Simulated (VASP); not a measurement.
# TlBr (Pm-3m) in VASP: a series of runs

The runs below take TlBr through single point, with PBE-based screened hybrid with 100 % exact exchange, PBE-based screened hybrid with 30 % exact exchange, PBE-based global hybrid with 75 % exact exchange.

All numbers are computed with VASP 6.6.1; they aren't measurements. Logs are shortened: lines on timing, memory, paths and dates and some standing lists are left out, and cuts for length are marked.

## (1) The cell of the first run

It takes space group Pm-3m (No. 221, cubic). Conventional cell: a = 3.946 Å, b = 3.946 Å, c = 3.946 Å, α = 90.00°, β = 90.00°, γ = 90.00°. Within 4.5 Å of Tl (site symmetry m-3m) lie 8 Br at 3.42 Å and 6 Tl at 3.95 Å. Within 4.5 Å of Br (site symmetry m-3m) lie 8 Tl at 3.42 Å and 6 Br at 3.95 Å.

## (2) Single point, PBE-based screened hybrid with 100 % exact exchange

POSCAR reads:

```
TlBr
1.0
    3.9461933093      0.0000000000      0.0000000000
    0.0000000000      3.9461933093      0.0000000000
    0.0000000000      0.0000000000      3.9461933093
Tl Br
1 1
Direct
    0.0000000000      0.0000000000      0.0000000000
    0.5000000000      0.5000000000      0.5000000000
```

INCAR.step1 reads:

```
ALGO     = Normal         # electronic algorithm
EDIFF    = 1E-5           # SCF threshold, eV
ENCUT    = 400            # plane-wave cutoff, eV
GGA      = PE             # functional
GGA_COMPAT= F            
ISIF     = 2              # what is computed and relaxed
ISMEAR   = 0              # smearing method
LASPH    = T              # aspherical terms in the spheres
LCHARG   = F              # write CHGCAR
LREAL    = F              # projectors in reciprocal space
LWAVE    = T              # write WAVECAR
NBANDS   = 17             # bands
NELM     = 120            # most SCF steps
PREC     = Accurate       # precision mode
SIGMA    = 0.01           # smearing width, eV
```

INCAR.step2 reads:

```
AEXX     = 1.0            # exact-exchange fraction
AGGAC    = 1.0          
ALDAC    = 1.0          
ALGO     = Normal         # electronic algorithm
EDIFF    = 1E-6           # SCF threshold, eV
ENCUT    = 400            # plane-wave cutoff, eV
GGA      = PE             # functional
GGA_COMPAT= F            
HFSCREEN = 0.2078         # screening, 1/A
ISIF     = 2              # what is computed and relaxed
ISMEAR   = 0              # smearing method
ISTART   = 1            
LASPH    = T              # aspherical terms in the spheres
LCHARG   = F              # write CHGCAR
LHFCALC  = T              # exact exchange
LREAL    = F              # projectors in reciprocal space
LWAVE    = F              # write WAVECAR
NBANDS   = 17             # bands
NELM     = 120            # most SCF steps
PREC     = Accurate       # precision mode
PRECFOCK = Normal       
SIGMA    = 0.01           # smearing width, eV
```

KPOINTS reads:

```
k-points
0
Gamma
  4 4 4
```

Potentials or basis: VASP PAW PBE potentials, release 64 (Tl_d, Br).

Command:

```sh
> cat potpaw_PBE.64/Tl_d/POTCAR potpaw_PBE.64/Br/POTCAR > POTCAR
> cp INCAR.step1 INCAR
> mpirun -np 1 vasp_std > vasp.out
> cp INCAR.step2 INCAR
> mpirun -np 1 vasp_std > vasp.out
```

OUTCAR:

```text
AEXX = 1.0
   EDIFF = 1E-6
   ENCUT = 400
   GGA = PE
   HFSCREEN = 0.2078
   ISIF = 2
   ISMEAR = 0
   ISTART = 1
   LASPH = T
   LHFCALC = T
   LREAL = F
   NELM = 120
   PREC = Accurate
   PRECFOCK = Normal

 ion  position               nearest neighbor table
   1  0.000  0.000  0.000-   2 3.42   2 3.42   2 3.42   2 3.42   2 3.42   2 3.42   2 3.42   2 3.42

   2  0.500  0.500  0.500-   1 3.42   1 3.42   1 3.42   1 3.42   1 3.42   1 3.42   1 3.42   1 3.42

  LATTYP: Found a simple cubic cell.
 ALAT       =     3.9461933093

  Lattice vectors:

 A1 = (   3.9461933093,   0.0000000000,   0.0000000000)
 A2 = (   0.0000000000,   3.9461933093,   0.0000000000)
 A3 = (   0.0000000000,   0.0000000000,   3.9461933093)

Analysis of symmetry for initial positions (statically):
=====================================================================
 Subroutine PRICEL returns:
 Original cell was already a primitive cell.

 Routine SETGRP: Setting up the symmetry group for a
 simple cubic supercell.

 Subroutine GETGRP returns: Found 48 space group operations
 (whereof 48 operations were pure point group operations)
 out of a pool of 48 trial point group operations.

The static configuration has the point symmetry O_h .

Analysis of symmetry for dynamics (positions and initial velocities):
=====================================================================
 Subroutine PRICEL returns:
 Original cell was already a primitive cell.

 Routine SETGRP: Setting up the symmetry group for a
 simple cubic supercell.

 Subroutine GETGRP returns: Found 48 space group operations
 (whereof 48 operations were pure point group operations)
 out of a pool of 48 trial point group operations.

The dynamic configuration has the point symmetry O_h .

 Subroutine INISYM returns: Found 48 space group operations
 (whereof 48 operations are pure point group operations),
 and found     1 'primitive' translations

----------------------------------------------------------------------------------------

                                     Primitive cell

  volume of cell :      61.4519

  direct lattice vectors                    reciprocal lattice vectors
     3.946193309  0.000000000  0.000000000     0.253408772  0.000000000  0.000000000
     0.000000000  3.946193309  0.000000000     0.000000000  0.253408772  0.000000000
     0.000000000  0.000000000  3.946193309     0.000000000  0.000000000  0.253408772

  length of vectors
     3.946193309  3.946193309  3.946193309     0.253408772  0.253408772  0.253408772

  position of ions in fractional coordinates (direct lattice)
     0.000000000  0.000000000  0.000000000
     0.500000000  0.500000000  0.500000000

  ion indices of the primitive-cell ions
   primitive index   ion index
                 1           1
                 2           2

----------------------------------------------------------------------------------------

 KPOINTS: k-points

Automatic generation of k-mesh.
 Grid dimensions read from file:
 generate k-points for:    4    4    4

 Generating k-lattice:

  Cartesian coordinates                     Fractional coordinates (reciprocal lattice)
     0.063352193  0.000000000  0.000000000     0.250000000  0.000000000  0.000000000
     0.000000000  0.063352193  0.000000000     0.000000000  0.250000000  0.000000000
     0.000000000  0.000000000  0.063352193     0.000000000  0.000000000  0.250000000

  Length of vectors
     0.063352193  0.063352193  0.063352193

  Shift w.r.t. Gamma in fractional coordinates (k-lattice)
     0.000000000  0.000000000  0.000000000

 Subroutine IBZKPT returns following result:
 ===========================================

 Found     10 irreducible k-points:

 Following reciprocal coordinates:
            Coordinates               Weight
  0.000000  0.000000  0.000000      1.000000
  0.250000  0.000000  0.000000      6.000000
  0.500000  0.000000  0.000000      3.000000
  0.250000  0.250000  0.000000     12.000000
  0.500000  0.250000  0.000000     12.000000
  0.500000  0.500000  0.000000      3.000000
  0.250000  0.250000  0.250000      8.000000
  0.500000  0.250000  0.250000     12.000000
  0.500000  0.500000  0.250000      6.000000
  0.500000  0.500000  0.500000      1.000000
   k-points           NKPTS =     10   k-points in BZ     NKDIM =     64   number of bands    NBANDS=     17
   number of dos      NEDOS =    301   number of ions     NIONS =      2
   total plane-waves  NPLWV =  21952
   dimension x,y,z NGX =    28 NGY =   28 NGZ =   28
   dimension x,y,z NGXF=    56 NGYF=   56 NGZF=   56
   ions per type =               1   1
   NGX,Y,Z   is equivalent  to a cutoff of  11.80, 11.80, 11.80 a.u.
   NGXF,Y,Z  is equivalent  to a cutoff of  23.59, 23.59, 23.59 a.u.
 SYSTEM =  unknown system
   PREC   = accura    normal or accurate (medium, high low for compatibility)
   ISTART =      1    job   : 0-new  1-cont  2-samecut
   ICHARG =      0    charge: 1-file 2-atom 10-const
   ISPIN  =      1    spin polarized calculation?
   LNONCOLLINEAR =      F non collinear calculations
   LSORBIT =      F    spin-orbit coupling
   LASPH  =      T    aspherical Exc in radial PAW
   ENCUT  =  400.0 eV  29.40 Ry    5.42 a.u.   6.44  6.44  6.44*2*pi/ulx,y,z
   NELM   =    120;   NELMIN=  2; NELMDL=  0     # of ELM steps
   EDIFF  = 0.1E-05   stopping-criterion for ELM
   LREAL  =      F    real-space projection
   EDIFFG = 0.1E-04   stopping-criterion for IOM
   NSW    =      0    number of steps for IOM
   IBRION =     -1    ionic relax: 0-MD 1-quasi-New 2-CG
   NFREE  =      0    steps in history (QN), initial steepest desc. (CG)
   ISIF   =      2    stress and relaxation
   ISYM   =      3    0-nonsym 1-usesym 2-fastsym
   POTIM  = 0.5000    time-step for ionic-motion
   TEBEG  =    0.0;   TEEND  =   0.0 temperature during run
   PSTRESS=    0.0 pullay stress
   NELECT =      20.0000    total number of electrons
   NUPDOWN=      -1.0000    fix difference up-down
   EMIN   =  10.00;   EMAX   =-10.00  energy-range for DOS
   EFERMI =   0.00;   METHOD = LEGACY
   ISMEAR =     0;   SIGMA  =   0.01  broadening in eV -4-tet -1-fermi 0-gaus
   EFERMI_NEDOS =   21; number of points for ismear=-14 and -15
   IALGO  =     38    algorithm
   IMIX   =      1    mixing-type and parameters
     AMIX     =   0.40;   BMIX     =  1.00
     AMIX_MAG =   1.60;   BMIX_MAG =  1.00
  volume/ion in A,a.u.               =      30.73       207.35
  Fermi-wavevector in a.u.,A,eV,Ry     =   1.126090  2.128002 17.253261  1.268079
  Thomas-Fermi vector in A             =   2.262770
   LORBIT       =      0    0 simple, 1 ext, 2 COOP (PROOUT), +10 PAW based schemes
   GGA     = PE    functional components
   LHFCALC =     T    Hartree Fock is set to
   PRECFOCK=normal    Normal, Fast or Accurate (Low or Medium for compatibility)
   ENCUT4O =  -1.0   cutoff for four orbital integrals eV
   NKREDX  =     1    reduce k-point grid by
   NKREDY  =     1    reduce k-point grid by
   NKREDZ  =     1    reduce k-point grid by
   AEXX    =    1.0000 exact exchange contribution
   HFSCREEN=    0.2078 screening length (either q_TF or 0.3 A-1)
   HFSCREENC=   0.2078 screening length for correlation (either q_TF or 0.3 A-1)
   ENCUTFOCK=  -1.0 apply spherical cutoff to Coloumb kernel
   IVDW    =     0    specifies the selected vdW correction
   LEPSILON=     F    determine dielectric tensor
   LRPA    =     F    only Hartree local field effects (RPA)
 non-spin polarized calculation
 Gauss-broadening in eV      SIGMA  =   0.01
  energy-cutoff  :      400.00
  volume of cell :       61.45
 maximum number of plane-waves:      1141
 NGX is ok and might be reduce to    28
  NGX = 20; NGY = 20; NGZ = 20

 number of electron      20.0000010 magnetization

 Free energy of the ion-electron system (eV)
  ---------------------------------------------------
  ext. energy  EPLUGINS =         0.00000000
  ---------------------------------------------------
  free energy    TOTEN  =       -10.27548313 eV

  energy without entropy =      -10.27548313  energy(sigma->0) =      -10.27548313

 E-fermi :   0.7664     XC(G=0):  -2.9945

 val. band max:        0.6411142687   @ k =   0.5000   0.0000   0.0000
 cond. band min:       5.3720630494   @ k =   0.5000   0.0000   0.0000
 fundamental gap:      4.7309487807
 Fermi energy:         0.7663767472

 k-point     1 :       0.0000    0.0000    0.0000
  band No.  band energies     occupation
      1     -18.8777      2.00000
      2     -14.8601      2.00000
      3     -14.8601      2.00000
      4     -14.7064      2.00000
      5     -14.7064      2.00000
      6     -14.7064      2.00000
[... 9 lines left out ...]
     16      16.7319      0.00000
     17      18.7784      0.00000

 k-point     2 :       0.2500    0.0000    0.0000
  band No.  band energies     occupation
      1     -18.7017      2.00000
      2     -14.8553      2.00000
      3     -14.7916      2.00000
      4     -14.7399      2.00000
      5     -14.7399      2.00000
      6     -14.7036      2.00000
[... 9 lines left out ...]
     16      16.7536      0.00000
     17      18.4954      0.00000

 k-point     3 :       0.5000    0.0000    0.0000
  band No.  band energies     occupation
      1     -18.5118      2.00000
      2     -14.8506      2.00000
      3     -14.7730      2.00000
      4     -14.7730      2.00000
      5     -14.7262      2.00000
      6     -14.7011      2.00000
[... 9 lines left out ...]
     16      18.6558      0.00000
     17      18.9634      0.00000

 k-point     4 :       0.2500    0.2500    0.0000
  band No.  band energies     occupation
      1     -18.5684      2.00000
      2     -14.8205      2.00000
      3     -14.7481      2.00000
      4     -14.7373      2.00000
      5     -14.7316      2.00000
      6     -14.7277      2.00000
[... 9 lines left out ...]
     16      15.7374      0.00000
     17      16.1513      0.00000
[... 63 lines left out ...]
      1     -18.3136      2.00000
      2     -14.8117      2.00000
      3     -14.7644      2.00000
      4     -14.7391      2.00000
      5     -14.6990      2.00000
      6     -14.6680      2.00000
[... 9 lines left out ...]
     16      15.9167      0.00000
     17      19.5067      0.00000

 k-point     9 :       0.5000    0.5000    0.2500
  band No.  band energies     occupation
      1     -18.1925      2.00000
      2     -14.8017      2.00000
      3     -14.8017      2.00000
      4     -14.7434      2.00000
      5     -14.7016      2.00000
      6     -14.6230      2.00000
[... 9 lines left out ...]
     16      16.9892      0.00000
     17      20.6858      0.00000

 k-point    10 :       0.5000    0.5000    0.5000
  band No.  band energies     occupation
      1     -18.0247      2.00000
      2     -14.8527      2.00000
      3     -14.8527      2.00000
      4     -14.8527      2.00000
      5     -14.6212      2.00000
      6     -14.6212      2.00000
[... 9 lines left out ...]
     16      18.2532      0.00000
     17      22.4564      0.00000

------------------------ aborting loop because EDIFF is reached ----------------------------------------

  FORCE on cell =-STRESS in cart. coord.  units (eV):
  Direction    XX          YY          ZZ          XY          YZ          ZX
  --------------------------------------------------------------------------------------
  -------------------------------------------------------------------------------------
  Total        0.2548890      0.2548890      0.2548890      0.0000000      0.0000000     -0.0000000
  in kB        6.6454837      6.6454837      6.6454837      0.0000000      0.0000000     -0.0000000
  external PRESSURE =       6.6454837 kB  Pullay stress =       0.0000000 kB

 VOLUME and BASIS-vectors are now :
 -----------------------------------------------------------------------------
  energy-cutoff  :      400.00
  volume of cell :       61.45
      direct lattice vectors                 reciprocal lattice vectors
     3.946193309  0.000000000  0.000000000     0.253408772  0.000000000  0.000000000
     0.000000000  3.946193309  0.000000000     0.000000000  0.253408772  0.000000000
     0.000000000  0.000000000  3.946193309     0.000000000  0.000000000  0.253408772

 POSITION                                       TOTAL-FORCE (eV/Angst)
 -----------------------------------------------------------------------------------
      0.00000      0.00000      0.00000         0.000000      0.000000      0.000000
      1.97310      1.97310      1.97310         0.000000      0.000000      0.000000
 -----------------------------------------------------------------------------------
    total drift:                                0.000000      0.000000      0.000000

  FREE ENERGIE OF THE ION-ELECTRON SYSTEM (eV)
  ---------------------------------------------------
  free  energy   TOTEN  =       -10.2754831261 eV

  energy  without entropy=      -10.2754831261  energy(sigma->0) =      -10.27548313
```

Run time: 15 min. Hardware: 1 thread of Intel Xeon 8259CL, shared host; peak memory 0.26 GiB.

Results:

- Free energy: -10.2755 eV
- Pressure: 0.7 GPa
- Band gap on the k mesh: 4.73 eV

Levels at points of the mesh, in eV from the valence-band top:
```
           k point  band 7  band 8  band 9  band 10  band 11  band 12  band 13  band 14
(0.00, 0.00, 0.00)   -5.25   -2.85   -2.85    -2.85    10.23    10.23    11.67    11.67
(0.50, 0.00, 0.00)   -7.62   -2.26   -2.26     0.00     4.73     9.52     9.52    11.45
(0.50, 0.50, 0.00)   -4.89   -4.89   -4.02    -2.12     8.42     8.42    11.26    11.95
(0.50, 0.50, 0.50)   -3.82   -3.82   -3.82    -2.47     4.89     4.89     4.89    17.61
```

Caveat: the PAW data sets were made with another functional, which shifts forces and pressure a little; spin-orbit coupling is left out, which moves the levels of the heavy elements. A k mesh can miss the band edges.

## (3) Single point, PBE-based screened hybrid with 30 % exact exchange

POSCAR is that of step 2.

INCAR.step1 reads:

```
SYSTEM = TlBr
  ALGO = Normal
  EDIFF = 1E-5
  ENCUT = 400
  GGA = PE
  GGA_COMPAT = .False.
  ISIF = 2
  ISMEAR = 0
  LASPH = .True.
  LCHARG = .False.
  LREAL = .False.
  LWAVE = .True.
  NBANDS = 17
  NELM = 120
  PREC = Accurate
  SIGMA = 0.01
```

INCAR.step2 reads:

```
SYSTEM = TlBr
  AEXX = 0.3
  ALGO = Normal
  EDIFF = 1E-6
  ENCUT = 400
  GGA = PE
  GGA_COMPAT = .False.
  HFSCREEN = 0.5
  ISIF = 2
  ISMEAR = 0
  ISTART = 1
  LASPH = .True.
  LCHARG = .False.
  LHFCALC = .True.
  LREAL = .False.
  LWAVE = .False.
  NBANDS = 17
  NELM = 120
  PREC = Accurate
  PRECFOCK = Normal
  SIGMA = 0.01
```

KPOINTS reads:

```
k-points
0
Gamma
  4 4 4
  0 0 0
```

Potentials or basis: VASP PAW PBE potentials, release 64 (Tl_d, Br).

Command:

```sh
> cat potpaw_PBE.64/Tl_d/POTCAR potpaw_PBE.64/Br/POTCAR > POTCAR
> cp INCAR.step1 INCAR
> mpirun -np 1 vasp_std > vasp.out
> cp INCAR.step2 INCAR
> mpirun -np 1 vasp_std > vasp.out
```

Run time: 11 min. Hardware: 1 thread of Intel Xeon 8259CL, shared host; peak memory 0.26 GiB.

It converged, with:

| Quantity | Value |
| --- | --- |
| Free energy | -6.1699 eV |
| Pressure | 1.6 GPa |
| Band gap on the k mesh | 2.14 eV |

Levels at points of the mesh, in eV from the valence-band top:
```tsv
k point	band 6	band 7	band 8	band 9	band 10	band 11	band 12	band 13	band 14	band 15
(0.00, 0.00, 0.00)	-11.27	-4.76	-1.66	-1.66	-1.66	7.35	7.35	7.92	7.92	7.92
(0.50, 0.00, 0.00)	-11.26	-5.97	-1.13	-1.13	0.00	2.14	6.25	6.25	8.37	10.93
(0.50, 0.50, 0.00)	-11.21	-3.80	-3.40	-3.40	-1.03	5.34	5.34	8.08	8.15	11.02
(0.50, 0.50, 0.50)	-11.20	-2.67	-2.35	-2.35	-2.35	2.36	2.36	2.36	13.67	13.67
```

Caveat: the PAW data sets were made with another functional, which shifts forces and pressure a little; spin-orbit coupling is left out, which moves the levels of the heavy elements. A k mesh can miss the band edges.

## (4) Single point, PBE-based global hybrid with 75 % exact exchange

POSCAR is that of step 3.

INCAR.step1 reads:

```
SYSTEM = TlBr
ALGO = Normal
EDIFF = 1E-5
ENCUT = 400
GGA = PE
GGA_COMPAT = .FALSE.
ISIF = 2
ISMEAR = 0
LASPH = .TRUE.
LCHARG = .FALSE.
LREAL = .FALSE.
LWAVE = .TRUE.
NBANDS = 17
NELM = 120
PREC = Accurate
SIGMA = 0.01
```

INCAR.step2 reads:

```
SYSTEM = TlBr
AEXX = 0.75
ALGO = Normal
EDIFF = 1E-6
ENCUT = 400
GGA = PE
GGA_COMPAT = .FALSE.
ISIF = 2
ISMEAR = 0
ISTART = 1
LASPH = .TRUE.
LCHARG = .FALSE.
LHFCALC = .TRUE.
LREAL = .FALSE.
LWAVE = .FALSE.
NBANDS = 17
NELM = 120
PREC = Accurate
PRECFOCK = Normal
SIGMA = 0.01
```

KPOINTS reads:

```
k-points
0
G
  4 4 4
  0 0 0
```

Command:

```sh
> cat potpaw_PBE.64/Tl_d/POTCAR potpaw_PBE.64/Br/POTCAR > POTCAR
> cp INCAR.step1 INCAR
> mpirun -np 1 vasp_std > vasp.out
> cp INCAR.step2 INCAR
> mpirun -np 1 vasp_std > vasp.out
```

It took 14 min on 1 thread of Intel Xeon 8259CL, shared host; peak memory 0.16 GiB.

Results (log left out):

```yaml
Free_energy: -10.9958 eV
Pressure: 0.3 GPa
Band_gap_on_the_k_mesh: 6.00 eV
```

Levels at points of the mesh, in eV from the valence-band top:
```
           k point  band 7  band 8  band 9  band 10  band 11  band 12  band 13  band 14
(0.00, 0.00, 0.00)   -5.36   -2.57   -2.57    -2.57    11.52    11.52    12.79    12.79
(0.50, 0.00, 0.00)   -7.38   -1.95   -1.95     0.00     6.00    10.72    10.72    12.70
(0.50, 0.50, 0.00)   -4.61   -4.61   -4.15    -1.83     9.70     9.70    12.48    13.04
(0.50, 0.50, 0.50)   -3.46   -3.46   -3.46    -2.63     6.21     6.21     6.21    18.64
```

Caveat: the PAW data sets were made with another functional, which shifts forces and pressure a little; spin-orbit coupling is left out, which moves the levels of the heavy elements. A k mesh can miss the band edges.

## (5) Summary

```tsv
level	share of exact exchange	screening parameter	gap on the mesh (eV)	pressure (GPa)
PBE-based screened hybrid with 100 % exact exchange	1	0.2078 1/Å	4.73	0.7
PBE-based screened hybrid with 30 % exact exchange	0.3	0.5 1/Å	2.14	1.6
PBE-based global hybrid with 75 % exact exchange	0.75	-	6.00	0.3
```

Alike in all rows: task single point; potentials or basis VASP PAW PBE potentials, release 64 (Tl_d, Br); no spin polarisation; cell as given; k mesh 4 × 4 × 4; cutoff (eV) 400; smearing gaussian 0.01 eV.

On the cell as given the gap runs from 2.14 eV (PBE-based screened hybrid with 30 % exact exchange) to 6.00 eV (PBE-based global hybrid with 75 % exact exchange). The pressure there spans 0.3 GPa (PBE-based global hybrid with 75 % exact exchange) to 1.6 GPa (PBE-based screened hybrid with 30 % exact exchange); a positive pressure means that this level wants a larger cell, a negative one a smaller.

Caveats: the PAW data sets were made with another functional, which shifts forces and pressure a little; spin-orbit coupling is left out, which moves the levels of the heavy elements.

Absolute energies hang on the potentials; compare differences alone.
